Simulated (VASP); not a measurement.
PbF2: elastic constants with PBEsol

PbF2:

```
Pb F
1.0
     0.00000    2.96366    2.96366
     2.96366    0.00000    2.96366
     2.96366    2.96366    0.00000
Pb F
1 2
Cartesian
  0.0000 0.0000 0.0000
  4.4455 4.4455 4.4455
  1.4818 1.4818 1.4818
```

```
Program                   : VASP 6.6.1
Task                      : elastic constants
Functional                : PBEsol
Potentials or basis       : VASP PAW PBE potentials, release 64 (Pb_d, F)
Cutoff                    : 600 eV
k mesh                    : 6 × 6 × 6
Occupations               : gaussian, width 0.01 eV
Spin                      : no spin polarisation
Dipole correction         : no
Ions in elastic constants : relaxed
Further INCAR settings    : ALGO = Normal; EDIFF = 1e-08; IBRION = 6; POTIM = 0.015; NSW = 1; ISIF = 3
```

| Property | Result |
| --- | --- |
| Elastic constants C11, C12, C44 | 108, 54, 22 GPa |
| Voigt bulk modulus | 72 GPa |
| Highest phonon frequency at Γ, LO-TO splitting left out | 243 cm⁻¹ |

Phonon frequencies in cm⁻¹ (negative: imaginary):
```csv
q point,frequencies
"(0.000, 0.000, 0.000)",0 0 0 102 102 102 243 243 243
```

Elastic tensor in Voigt notation (GPa, in the Cartesian axes of the cell as first typed):
```
108  54  54   0   0   0
 54 108  54   0   0   0
 54  54 108   0   0   0
  0   0   0  22   0   0
  0   0   0   0  22   0
  0   0   0   0   0  22
```

Clamped-ion elastic tensor (GPa):
```
108  54  54   0   0   0
 54 108  54   0   0   0
 54  54 108   0   0   0
  0   0   0  31   0   0
  0   0   0   0  31   0
  0   0   0   0   0  31
```

It took 8 min on 1 thread of AMD EPYC 9R45 96-Core Processor (Zen 5) (shared host), peak memory 0.29 GiB.

Caveat: the cell is under stress, which shifts elastic constants; the PAW data sets were made with another functional, which shifts forces and pressure a little.
